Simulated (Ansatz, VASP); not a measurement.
**One calculation of F, two programs**

```
F
1.0
     3.09187   -1.80572   -0.23847
     3.09187    1.80572   -0.23847
    -2.31626    0.00000    7.22784
F
4
Direct
  0.08485 0.08485 0.09400
  0.91515 0.91515 0.90600
  0.50157 0.50157 0.59372
  0.49843 0.49843 0.40628
```

Change from the starting cell: volume 19.678 Å^3 an atom, stretch along a over the lengths across it, relative to the relaxed cell 0.9841.

Alike in both runs: task single point; functional PBEsol; k mesh 4 × 4 × 2; occupations gaussian, width 0.05 eV; no spin polarisation.

|  | VASP | Ansatz |
| --- | --- | --- |
| version | VASP 6.6.1 | Ansatz 0.2.0 |
| potentials or method | VASP PAW PBE potentials, release 64 (F_h), cutoff 1350 eV | scalar-relativistic, plane waves, PAW |
| valence electrons in the cell | 28 | 28 |

Ansatz gave:

- gap on the k mesh at the Fermi level (eV): 2.92
- least direct gap on the mesh (eV): 2.99
- pressure (GPa): -1.1
- traceless stress, the component that is largest in VASP (GPa): -1.75
- rms of the force components (eV/Å): 0.319

Which values does VASP return?

gap on the k mesh at the Fermi level (eV): 2.91; least direct gap on the mesh (eV): 2.99; pressure (GPa): -1.5; traceless stress, the component that is largest in VASP (GPa): -1.64; rms of the force components (eV/Å): 0.308.

VASP's potentials were made for PBE, not for PBEsol. Atom by atom the forces differ by 0.011 eV/Å (rms over components). The functional is the same, so the differences come from potentials, cutoffs and numerics.

The k mesh is coarse, so the values compare programs but aren't converged.
